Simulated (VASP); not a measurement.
## Te2Mo: single point with PBE

The system is Te2Mo.

```
Te Mo
1.0
    -1.77853   -3.08051    0.00000
     1.77853   -3.08051    0.00000
     0.00000    0.00000   16.20472
Te Mo
4 2
Direct
  0.66667 0.66667 0.12300
  0.33333 0.33333 0.59215
  0.66667 0.66667 0.34614
  0.33333 0.33333 0.81529
  0.66667 0.66667 0.70372
  0.33333 0.33333 0.23457
```

- Program: VASP 6.6.1
- Task: single point
- Functional: PBE
- Potentials or basis: VASP PAW PBE potentials, release 64 (Te, Mo_sv)
- Cutoff: 520 eV
- k mesh: 9 × 9 × 2
- Occupations: gaussian, width 0.05 eV
- Spin: no spin polarisation

```json
{
  "Pressure": "0.0 GPa",
  "Largest force": "0.013 eV/Å",
  "Band gap on the k mesh": "1.04 eV, direct"
}
```

Forces on the atoms (eV/Å):
```
Te   0.000  0.000 -0.009
Te   0.000  0.000 -0.013
Te   0.000  0.000  0.013
Te   0.000  0.000  0.009
Mo   0.000  0.000  0.013
Mo   0.000  0.000 -0.013
```

Stress tensor (GPa, compression positive):
```
-0.06  0.00  0.00
 0.00 -0.06  0.00
 0.00  0.00  0.03
```

Levels at points of the mesh, in eV from the valence-band top:
```csv
k point,band 22,band 23,band 24,band 25,band 26,band 27,band 28,band 29,band 30,band 31
"(0.00, 0.00, 0.00)",-0.91,-0.90,-0.90,-0.67,-0.18,3.00,3.00,3.02,3.02,3.26
"(0.00, 0.00, 0.50)",-0.90,-0.90,-0.90,-0.46,-0.23,3.00,3.00,3.02,3.02,3.27
```

Wall time 99 s on 1 thread of Intel(R) Xeon(R) 6975P-C (Granite Rapids), with other jobs on the host, peak memory 0.37 GiB.

Caveat: spin-orbit coupling is left out, which moves the levels of the heavy elements; this functional lacks dispersion, which binds the layers, so the pressure and a relaxed spacing across them are unreliable. A k mesh can miss the band edges.
